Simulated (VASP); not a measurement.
# SnSe2 (P3m1) in VASP: notebook

Runs on SnSe2. Level: PBEsol. Tasks: single point.

All numbers are computed with VASP 6.6.1; they aren't measurements. Logs are shortened: lines on timing, memory, paths and dates and some standing lists are left out, and cuts for length are marked.

## Step 1: The cell of the first run

It takes space group P3m1 (No. 156, trigonal). The conventional cell has a = 3.811 Å, b = 3.811 Å, c = 6.137 Å, α = 90.00°, β = 90.00°, γ = 120.00°. Within 3.4 Å of Sn (site symmetry 3m) lie 6 Se at 2.60 to 2.68 Å. Within 3.4 Å of Se (site symmetry 3m) lie 3 Sn at 2.60 Å. Se (site symmetry 3m) has 3 Sn at 2.68 Å within 3.5 Å.

## Step 2: Single point, PBEsol (atom 2 (Se) moved by (+0.000, -0.150) A along [1 1 0] and z)

INCAR

```
SYSTEM = SnSe2
ALGO = Normal
EDIFF = 1E-6
ENCUT = 520
GGA = PS
ISIF = 2
ISMEAR = 0
LASPH = .TRUE.
LCHARG = .FALSE.
LREAL = .FALSE.
LWAVE = .FALSE.
NBANDS = 20
NELM = 100
PREC = Accurate
SIGMA = 0.05
```

KPOINTS

```
k-points
0
G
  6 6 4
  0 0 0
```

POSCAR

```
SnSe2
1.0
    3.8109987816      0.0000000000      0.0000000000
   -1.9054993908      3.3004217586      0.0000000000
    0.0000000000      0.0000000000      6.1370000000
Sn Se
1 2
Direct
    0.0000000000      0.0000000000      0.0000000000
    0.3333333333      0.6666666667      0.2255580903
    0.6666666667      0.3333333333      0.7500000000
```

Potentials or basis: VASP PAW PBE potentials, release 64 (Sn_d, Se).

On the command line:

```
$ cat potpaw_PBE.64/Sn_d/POTCAR potpaw_PBE.64/Se/POTCAR > POTCAR
$ mpirun -np 1 vasp_std > vasp.out
```

OUTCAR:

```text
SYSTEM = SnSe2
   EDIFF = 1E-6
   ENCUT = 520
   GGA = PS
   ISIF = 2
   ISMEAR = 0
   LASPH = .TRUE.
   LREAL = .FALSE.
   NELM = 100
   PREC = Accurate

 ion  position               nearest neighbor table
   1  0.000  0.000  0.000-   2 2.60   2 2.60   2 2.60   3 2.68   3 2.68   3 2.68
   2  0.333  0.667  0.226-   1 2.60   1 2.60   1 2.60
   3  0.667  0.333  0.750-   1 2.68   1 2.68   1 2.68

  LATTYP: Found a hexagonal cell.
 ALAT       =     3.8109987816
 C/A-ratio  =     1.6103390087

  Lattice vectors:

 A1 = (   3.8109987816,   0.0000000000,   0.0000000000)
 A2 = (  -1.9054993908,   3.3004217586,   0.0000000000)
 A3 = (   0.0000000000,   0.0000000000,   6.1370000000)

Analysis of symmetry for initial positions (statically):
=====================================================================
 Subroutine PRICEL returns:
 Original cell was already a primitive cell.

 Routine SETGRP: Setting up the symmetry group for a
 hexagonal supercell.

 Subroutine GETGRP returns: Found  6 space group operations
 (whereof  6 operations were pure point group operations)
 out of a pool of 24 trial point group operations.

The static configuration has the point symmetry C_3v.

Analysis of symmetry for dynamics (positions and initial velocities):
=====================================================================
 Subroutine PRICEL returns:
 Original cell was already a primitive cell.

 Routine SETGRP: Setting up the symmetry group for a
 hexagonal supercell.

 Subroutine GETGRP returns: Found  6 space group operations
 (whereof  6 operations were pure point group operations)
 out of a pool of 24 trial point group operations.

The dynamic configuration has the point symmetry C_3v.

 Subroutine INISYM returns: Found  6 space group operations
 (whereof  6 operations are pure point group operations),
 and found     1 'primitive' translations

----------------------------------------------------------------------------------------

                                     Primitive cell

  volume of cell :      77.1906

  direct lattice vectors                    reciprocal lattice vectors
     3.810998782  0.000000000  0.000000000     0.262398405  0.151495789  0.000000000
    -1.905499391  3.300421759  0.000000000     0.000000000  0.302991579  0.000000000
     0.000000000  0.000000000  6.137000000     0.000000000  0.000000000  0.162946065

  length of vectors
     3.810998782  3.810998782  6.137000000     0.302991579  0.302991579  0.162946065

  position of ions in fractional coordinates (direct lattice)
     0.000000000  0.000000000  0.000000000
     0.333333333  0.666666667  0.225558090
     0.666666667  0.333333333  0.750000000

  ion indices of the primitive-cell ions
   primitive index   ion index
                 1           1
                 2           2
                 3           3

----------------------------------------------------------------------------------------

 KPOINTS: k-points

Automatic generation of k-mesh.
 Grid dimensions read from file:
 generate k-points for:    6    6    4

 Generating k-lattice:

  Cartesian coordinates                     Fractional coordinates (reciprocal lattice)
     0.043733067  0.025249298  0.000000000     0.166666667 -0.000000000  0.000000000
     0.000000000  0.050498596  0.000000000     0.000000000  0.166666667  0.000000000
     0.000000000  0.000000000  0.040736516     0.000000000  0.000000000  0.250000000

  Length of vectors
     0.050498596  0.050498596  0.040736516

  Shift w.r.t. Gamma in fractional coordinates (k-lattice)
     0.000000000  0.000000000  0.000000000

 Subroutine IBZKPT returns following result:
 ===========================================

 Found     24 irreducible k-points:

 Following reciprocal coordinates:
            Coordinates               Weight
  0.000000  0.000000  0.000000      1.000000
  0.166667  0.000000  0.000000      6.000000
  0.333333 -0.000000  0.000000      6.000000
  0.500000  0.000000  0.000000      3.000000
  0.166667  0.166667  0.000000      6.000000
  0.333333  0.166667  0.000000     12.000000
[... 16 lines left out ...]
  0.333333  0.166667  0.500000     12.000000
  0.333333  0.333333  0.500000      2.000000
   k-points           NKPTS =     24   k-points in BZ     NKDIM =     24   number of bands    NBANDS=     20
   number of dos      NEDOS =    301   number of ions     NIONS =      3
   total plane-waves  NPLWV =  37632
   dimension x,y,z NGX =    28 NGY =   28 NGZ =   48
   dimension x,y,z NGXF=    56 NGYF=   56 NGZF=   96
   ions per type =               1   2
   NGX,Y,Z   is equivalent  to a cutoff of  12.21, 12.21, 13.00 a.u.
   NGXF,Y,Z  is equivalent  to a cutoff of  24.43, 24.43, 26.01 a.u.
 SYSTEM =  SnSe2
   PREC   = accura    normal or accurate (medium, high low for compatibility)
   ISTART =      0    job   : 0-new  1-cont  2-samecut
   ICHARG =      2    charge: 1-file 2-atom 10-const
   ISPIN  =      1    spin polarized calculation?
   LNONCOLLINEAR =      F non collinear calculations
   LSORBIT =      F    spin-orbit coupling
   LASPH  =      T    aspherical Exc in radial PAW
   ENCUT  =  520.0 eV  38.22 Ry    6.18 a.u.   7.09  7.09 11.41*2*pi/ulx,y,z
   NELM   =    100;   NELMIN=  2; NELMDL= -5     # of ELM steps
   EDIFF  = 0.1E-05   stopping-criterion for ELM
   LREAL  =      F    real-space projection
   EDIFFG = 0.1E-04   stopping-criterion for IOM
   NSW    =      0    number of steps for IOM
   IBRION =     -1    ionic relax: 0-MD 1-quasi-New 2-CG
   NFREE  =      0    steps in history (QN), initial steepest desc. (CG)
   ISIF   =      2    stress and relaxation
   ISYM   =      2    0-nonsym 1-usesym 2-fastsym
   POTIM  = 0.5000    time-step for ionic-motion
   TEBEG  =    0.0;   TEEND  =   0.0 temperature during run
   PSTRESS=    0.0 pullay stress
   NELECT =      26.0000    total number of electrons
   NUPDOWN=      -1.0000    fix difference up-down
   EMIN   =  10.00;   EMAX   =-10.00  energy-range for DOS
   EFERMI =   0.00;   METHOD = LEGACY
   ISMEAR =     0;   SIGMA  =   0.05  broadening in eV -4-tet -1-fermi 0-gaus
   EFERMI_NEDOS =   21; number of points for ismear=-14 and -15
   IALGO  =     38    algorithm
   IMIX   =      4    mixing-type and parameters
     AMIX     =   0.40;   BMIX     =  1.00
     AMIX_MAG =   1.60;   BMIX_MAG =  1.00
  volume/ion in A,a.u.               =      25.73       173.64
  Fermi-wavevector in a.u.,A,eV,Ry     =   1.139054  2.152501 17.652812  1.297445
  Thomas-Fermi vector in A             =   2.275758
   LORBIT       =      0    0 simple, 1 ext, 2 COOP (PROOUT), +10 PAW based schemes
   GGA     = PS    functional components
   LHFCALC =     F    Hartree Fock is set to
   AEXX    =    0.0000 exact exchange contribution
   IVDW    =     0    specifies the selected vdW correction
   LEPSILON=     F    determine dielectric tensor
   LRPA    =     F    only Hartree local field effects (RPA)
 non-spin polarized calculation
 Gauss-broadening in eV      SIGMA  =   0.05
  energy-cutoff  :      520.00
  volume of cell :       77.19
 maximum number of plane-waves:      2109
   NGX = 15   NGY = 15   NGZ = 23

 number of electron      26.0000006 magnetization

 Free energy of the ion-electron system (eV)
  ---------------------------------------------------
  ext. energy  EPLUGINS =         0.00000000
  ---------------------------------------------------
  free energy    TOTEN  =       -12.75104021 eV

  energy without entropy =      -12.75104021  energy(sigma->0) =      -12.75104021

 E-fermi :   4.3979     XC(G=0):  -9.5756

 val. band max:        4.1383722282   @ k =   0.0000   0.0000   0.0000
 cond. band min:       4.8543284525   @ k =   0.5000   0.0000   0.2500
 fundamental gap:      0.7159562243
 Fermi energy:         4.3978605204

 k-point     1 :       0.0000    0.0000    0.0000
  band No.  band energies     occupation
      1     -17.1862      2.00000
      2     -17.1862      2.00000
      3     -17.1428      2.00000
      4     -17.1207      2.00000
      5     -17.1207      2.00000
      6     -10.2579      2.00000
[... 12 lines left out ...]
     19      12.8350      0.00000
     20      12.8350      0.00000

 k-point     2 :       0.1667    0.0000    0.0000
  band No.  band energies     occupation
      1     -17.2040      2.00000
      2     -17.1782      2.00000
      3     -17.1351      2.00000
      4     -17.1245      2.00000
      5     -17.1167      2.00000
      6      -9.9720      2.00000
[... 12 lines left out ...]
     19      12.3614      0.00000
     20      13.1025      0.00000

 k-point     3 :       0.3333   -0.0000    0.0000
  band No.  band energies     occupation
      1     -17.2416      2.00000
      2     -17.1691      2.00000
      3     -17.1399      2.00000
      4     -17.1093      2.00000
      5     -17.1015      2.00000
      6      -9.2006      2.00000
[... 12 lines left out ...]
     19      12.7058      0.00000
     20      13.5473      0.00000

 k-point     4 :       0.5000    0.0000    0.0000
  band No.  band energies     occupation
      1     -17.2606      2.00000
      2     -17.1676      2.00000
      3     -17.1446      2.00000
      4     -17.0991      2.00000
      5     -17.0909      2.00000
      6      -8.5355      2.00000
[... 12 lines left out ...]
     19      13.8175      0.00000
     20      14.3669      0.00000

 k-point     5 :       0.1667    0.1667    0.0000
  band No.  band energies     occupation
      1     -17.2246      2.00000
      2     -17.1778      2.00000
      3     -17.1296      2.00000
      4     -17.1252      2.00000
      5     -17.1037      2.00000
      6      -9.4363      2.00000
[... 12 lines left out ...]
     19      11.1423      0.00000
     20      13.9352      0.00000
[... 353 lines left out ...]
      6      -8.4817      2.00000
[... 12 lines left out ...]
     19      14.1672      0.00000
     20      14.5659      0.00000

 k-point    22 :       0.1667    0.1667    0.5000
  band No.  band energies     occupation
      1     -17.2248      2.00000
      2     -17.1778      2.00000
      3     -17.1297      2.00000
      4     -17.1251      2.00000
      5     -17.1037      2.00000
      6      -9.3343      2.00000
[... 12 lines left out ...]
     19      12.1192      0.00000
     20      13.1165      0.00000

 k-point    23 :       0.3333    0.1667    0.5000
  band No.  band energies     occupation
      1     -17.2438      2.00000
      2     -17.1819      2.00000
      3     -17.1344      2.00000
      4     -17.1082      2.00000
      5     -17.0955      2.00000
      6      -8.5416      2.00000
[... 12 lines left out ...]
     19      12.4500      0.00000
     20      13.3752      0.00000

 k-point    24 :       0.3333    0.3333    0.5000
  band No.  band energies     occupation
      1     -17.2242      2.00000
      2     -17.2072      2.00000
      3     -17.1149      2.00000
      4     -17.1145      2.00000
      5     -17.1046      2.00000
      6      -8.1606      2.00000
[... 12 lines left out ...]
     19      12.6606      0.00000
     20      12.8021      0.00000

------------------------ aborting loop because EDIFF is reached ----------------------------------------

  FORCE on cell =-STRESS in cart. coord.  units (eV):
  Direction    XX          YY          ZZ          XY          YZ          ZX
  --------------------------------------------------------------------------------------
  -------------------------------------------------------------------------------------
  Total        2.3049314      2.3049314      3.7491781      0.0000000     -0.0000000      0.0000000
  in kB       47.8414366     47.8414366     77.8183963      0.0000000     -0.0000000      0.0000000
  external PRESSURE =      57.8337565 kB  Pullay stress =       0.0000000 kB

 VOLUME and BASIS-vectors are now :
 -----------------------------------------------------------------------------
  energy-cutoff  :      520.00
  volume of cell :       77.19
      direct lattice vectors                 reciprocal lattice vectors
     3.810998782  0.000000000  0.000000000     0.262398405  0.151495789  0.000000000
    -1.905499391  3.300421759  0.000000000     0.000000000  0.302991579  0.000000000
     0.000000000  0.000000000  6.137000000     0.000000000  0.000000000  0.162946065

 POSITION                                       TOTAL-FORCE (eV/Angst)
 -----------------------------------------------------------------------------------
      0.00000      0.00000      0.00000         0.000000     -0.000000     -1.267855
     -0.00000      2.20028      1.38425         0.000000     -0.000000      1.999579
      1.90550      1.10014      4.60275        -0.000000      0.000000     -0.731725
 -----------------------------------------------------------------------------------
    total drift:                                0.000000     -0.000000     -0.000238

  FREE ENERGIE OF THE ION-ELECTRON SYSTEM (eV)
  ---------------------------------------------------
  free  energy   TOTEN  =       -12.7510402124 eV

  energy  without entropy=      -12.7510402124  energy(sigma->0) =      -12.75104021
```

Wall time 39 s (1 thread of Intel Xeon Platinum 8259CL at 2.50GHz (Skylake/Cascade Lake), shared host); peak memory 0.2 GiB.

Results:

| Quantity | Value |
| --- | --- |
| Free energy | -12.7510 eV |
| Pressure | 5.8 GPa |
| Largest force | 2.000 eV/Å |
| Band gap on the k mesh | 0.72 eV, indirect (least direct gap 0.93 eV) |

Forces on the atoms (eV/Å):
```
Sn   0.000  0.000 -1.268
Se   0.000  0.000  2.000
Se   0.000  0.000 -0.732
```

Levels at points of the mesh, in eV from the valence-band top:
```
           k point  band 9  band 10  band 11  band 12  band 13  band 14  band 15  band 16  band 17  band 18
(0.00, 0.00, 0.00)   -1.16    -1.16    -0.45    -0.45     0.00     0.93     2.60     4.41     4.41     7.81
(0.50, 0.00, 0.00)   -4.76    -3.11    -2.89    -1.09    -0.41     0.91     3.64     5.51     5.66     7.60
(0.00, 0.00, 0.50)   -1.93    -1.19    -1.19    -0.36    -0.36     2.00     2.74     4.17     4.17     8.21
(0.50, 0.00, 0.50)   -5.12    -2.99    -2.08    -0.89    -0.72     0.87     4.09     4.98     5.77     6.47
```

Caveat: the cell differs from its parent crystal (atom 2 (Se) moved by (+0.000, -0.150) A along [1 1 0] and z); the PAW data sets were made with another functional, which shifts forces and pressure a little; spin-orbit coupling is left out, which moves the levels of the heavy elements; this functional lacks dispersion, which binds the layers, so the pressure and a relaxed spacing across them are unreliable. A k mesh can miss the band edges.

(Part 1 of 2 ends here.)
